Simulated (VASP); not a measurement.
Write the native input for VASP 6.6.1 that does the following.

- Task: single point
- Functional: PBE
- Potentials or basis: VASP PAW PBE potentials, release 64 (B, N)
- Cutoff: 520 eV
- k mesh: 13 × 13 × 13
- Occupations: fermi-dirac, width 0.03 eV
- Spin: no spin polarisation
- Dipole correction: no
- Further INCAR settings: ALGO = Normal; EDIFF = 1e-07; NBANDS = 11

The structure of BN lies in POSCAR:

```
BN
1.0
   -0.0542250000      1.7803875000      1.7803875000
    1.7803875000     -0.0542250000      1.7803875000
    1.7803875000      1.7803875000     -0.0542250000
B N
1 1
Direct
    0.0000000000      0.0000000000      0.0000000000
    0.7500000000      0.7500000000      0.7500000000
```

This cell differs from its parent crystal: equal xy, yz and zx shear strains of -3 %.

One way to write it, as run:

INCAR

```
SYSTEM = BN
PREC     = Accurate       ! precision mode
ENCUT    = 520            ! plane-wave cutoff, eV
EDIFF    = 1E-7           ! SCF threshold, eV
ISMEAR   = -1             ! smearing method
SIGMA    = 0.03           ! smearing width, eV
LREAL    = .FALSE.        ! projectors in reciprocal space
LASPH    = .TRUE.         ! aspherical terms in the spheres
NELM     = 100            ! most SCF steps
ALGO     = Normal         ! electronic algorithm
ISIF     = 2              ! what is computed and relaxed
LWAVE    = .FALSE.        ! write WAVECAR
LCHARG   = .FALSE.        ! write CHGCAR
GGA      = PE             ! functional
NBANDS   = 11             ! bands
```

KPOINTS

```
regular mesh
0
G
  13 13 13
  0 0 0
```

Potentials or basis: VASP PAW PBE potentials, release 64 (B, N).

Run with:

```sh
$ cat potpaw_PBE.64/B/POTCAR potpaw_PBE.64/N/POTCAR > POTCAR
$ mpirun -np 1 vasp_std > vasp.out
```

It gave:

```yaml
Pressure: 4.6 GPa
Largest_force: 0.209 eV/Å
Band_gap_on_the_k_mesh: 4.41 eV, indirect (least direct gap 8.35 eV)
```

Caveat: the cell differs from its parent crystal (equal xy, yz and zx shear strains of -3 %).

It took 34 s on 1 thread of AMD EPYC 7R13, on a shared host, peak memory 0.11 GiB.
